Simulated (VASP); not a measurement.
Here is a VASP 6.6.1 calculation.

Contents of INCAR:

```
SYSTEM = Ta
PREC     = Accurate       ! precision mode
ENCUT    = 520            ! plane-wave cutoff, eV
EDIFF    = 1E-6           ! SCF threshold, eV
ISMEAR   = 0              ! smearing method
SIGMA    = 0.05           ! smearing width, eV
LREAL    = .False.        ! projectors in reciprocal space
LASPH    = .True.         ! aspherical terms in the spheres
NELM     = 100            ! most SCF steps
ALGO     = Normal         ! electronic algorithm
ISIF     = 2              ! what is computed and relaxed
LWAVE    = .False.        ! write WAVECAR
LCHARG   = .True.         ! write CHGCAR
GGA      = PE             ! functional
LELF     = .True.         ! ELF
LVHAR    = .True.       
NBANDS   = 42             ! bands
```

File KPOINTS:

```
regular mesh
0
Gamma
  1 1 12
  0 0 0
```

Contents of POSCAR:

```
Ta
1.0
   11.3000000000      0.0000000000      0.0000000000
    0.0000000000     12.6000000000      0.0000000000
    0.0000000000      0.0000000000      4.1776617469
Ta
6
Direct
    0.6069153311      0.5000000000      0.0000000000
    0.3930846689      0.5000000000      0.5000000000
    0.4195756305      0.6318368601      0.0000000000
    0.4195756305      0.3681631399      0.0000000000
    0.5804243695      0.6318368601      0.5000000000
    0.5804243695      0.3681631399      0.5000000000
```

Potentials or basis: VASP PAW PBE potentials, release 64 (Ta_pv).

The run is started by

```sh
$ cat potpaw_PBE.64/Ta_pv/POTCAR > POTCAR
$ mpirun -np 1 vasp_std > vasp.out
```

(1) Estimate the band gap on the k mesh.

(2) Estimate the largest force.

Results:

(1) zero (bands 33 and 34 overlap by 0.48 eV).

(2) 0.011 eV/Å.

Caveat: spin-orbit coupling is left out, which moves the levels of the heavy elements.
